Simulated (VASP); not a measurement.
## GaN: single point with PBE

GaN:

```
Ga N
1.0
     3.18315    0.00000    0.00000
    -1.59157    2.75669    0.00000
     0.00000    0.00000    5.18363
Ga N
2 2
Direct
  0.33333 0.66667 0.99911
  0.66667 0.33333 0.49911
  0.33333 0.66667 0.37589
  0.66667 0.33333 0.87589
```

```
Program                : VASP 6.6.1
Task                   : single point
Functional             : PBE
Potentials or basis    : VASP PAW PBE potentials, release 64 (Ga_d, N)
Cutoff                 : 520 eV
k mesh                 : 9 × 9 × 4
Occupations            : gaussian, width 0.01 eV
Spin                   : no spin polarisation
Dipole correction      : no
Further INCAR settings : ALGO = Normal; EDIFF = 1e-06; NBANDS = 26
```

| Item | Value |
| --- | --- |
| Pressure | 6.3 GPa |
| Largest force | 0.005 eV/Å |
| Band gap on the k mesh | 1.94 eV, direct |

Forces on the atoms (eV/Å):
```
Ga   0.000  0.000  0.005
Ga   0.000  0.000  0.005
N    0.000  0.000 -0.005
N    0.000  0.000 -0.005
```

Stress tensor (GPa, compression positive):
```
6.23 0.00 0.00
0.00 6.23 0.00
0.00 0.00 6.34
```

Levels at points of the mesh, in eV from the valence-band top:
| k point | band 15 | band 16 | band 17 | band 18 | band 19 | band 20 | band 21 | band 22 |
| --- | --- | --- | --- | --- | --- | --- | --- | --- |
| (0.00, 0.00, 0.00) | -1.04 | -0.04 | 0.00 | 0.00 | 1.94 | 4.28 | 9.22 | 9.92 |
| (0.00, 0.00, 0.50) | -0.53 | -0.53 | -0.53 | -0.53 | 4.28 | 4.28 | 8.49 | 8.49 |

Wall time 70 s on 1 thread of AMD EPYC 7R43 64-Core Processor (Zen 3) (shared host), peak memory 0.13 GiB.
